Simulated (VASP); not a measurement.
Runs of VASP 6.6.1 on Au. The structure is that of space group Fm-3m (No. 225), or close to it. The cells are those of the table. 

| task | cell | gap on the mesh (eV) | pressure (GPa) |
| --- | --- | --- | --- |
| single point | a = 3.026 Å, angles 60.0°, 1 atom | none | -9.5 |
| relaxation of cell and atoms | relaxed from a = 2.946 Å, angles 60.0°, 1 atom | none | 0.0 |
| single point | a = 2.998 Å, angles 60.0°, 1 atom | none | -7.0 |
| single point | a = 2.880 Å, angles 60.0°, 1 atom | none | 10.2 |
| single point | a = 2.849 Å, angles 60.0°, 1 atom | none | 17.2 |
| single point | a = 2.969 Å, angles 60.0°, 1 atom | none | (b) |
| single point | a = 2.910 Å, angles 60.0°, 1 atom | none | (a) |
| single point | a = 2.940 Å, angles 60.0°, 1 atom | none | -0.2 |

Alike in all rows: level PBE; potentials or basis VASP PAW PBE potentials, release 64 (Au); no spin polarisation; k mesh 18 × 18 × 18; cutoff (eV) 500; smearing methfessel-paxton 0.2 eV.

Question: Fill in the values left out.

Answer: (a) 4.5; (b) -4.0.

Caveats: spin-orbit coupling is left out, which moves the levels of the heavy elements.

A k mesh can miss the band edges, and the runs leave out spin-orbit coupling on Au.

A gap of «none» marks levels without a gap at the run's occupations.
